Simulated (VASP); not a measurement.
Write the native input for VASP 6.6.1 that does the following.

* Task: electric field gradients
* Functional: PBEsol
* Potentials or basis: VASP PAW PBE potentials, release 64 (Zr_sv, C)
* Cutoff: 520 eV
* k mesh: 15 × 15 × 15
* Occupations: fermi-dirac, width 0.05 eV
* Spin: no spin polarisation
* Dipole correction: no
* Further INCAR settings: ALGO = Normal; EDIFF = 1e-08; NBANDS = 15

The structure of ZrC lies in POSCAR:

```
ZrC
1.0
    0.0000000000      2.3344363032      2.3344363032
    2.3344363032      0.0000000000      2.3344363032
    2.3344363032      2.3344363032      0.0000000000
Zr C
1 1
Direct
    0.5000000000      0.5000000000      0.5000000000
    0.0000000000      0.0000000000      0.0000000000
```

This cell differs from its parent crystal: volume scaled by 0.98.

The input as run:

INCAR

```
ALGO     = Normal         # electronic algorithm
EDIFF    = 1E-8           # SCF threshold, eV
ENCUT    = 520            # plane-wave cutoff, eV
GGA      = PS             # functional
ISIF     = 2              # what is computed and relaxed
ISMEAR   = -1             # smearing method
LASPH    = True           # aspherical terms in the spheres
LCHARG   = False          # write CHGCAR
LEFG     = True         
LREAL    = False          # projectors in reciprocal space
LWAVE    = False          # write WAVECAR
NBANDS   = 15             # bands
NELM     = 60             # most SCF steps
PREC     = Accurate       # precision mode
SIGMA    = 0.05           # smearing width, eV
```

KPOINTS

```
k-points
0
Gamma
  15 15 15
```

Potentials or basis: VASP PAW PBE potentials, release 64 (Zr_sv, C).

Command:

```bash
$ cat potpaw_PBE.64/Zr_sv/POTCAR potpaw_PBE.64/C/POTCAR > POTCAR
$ mpirun -np 1 vasp_std > vasp.out
```

Results of the run:

```json
{"Pressure": "0.4 GPa", "Band gap on the k mesh": "zero (band 8 reaches 10.68 eV, above the bottom of band 9 at 9.36 eV)"}
```

Caveat: without QUAD_EFG the Cq values of the log hold for a quadrupole moment of 1 mb, not for the nuclei; the PAW data sets were made with another functional, which shifts forces and pressure a little.

Run time: 56 s on 1 thread of Intel(R) Xeon(R) Platinum 8488C (Sapphire Rapids), with other jobs on the host, peak memory 0.19 GiB.
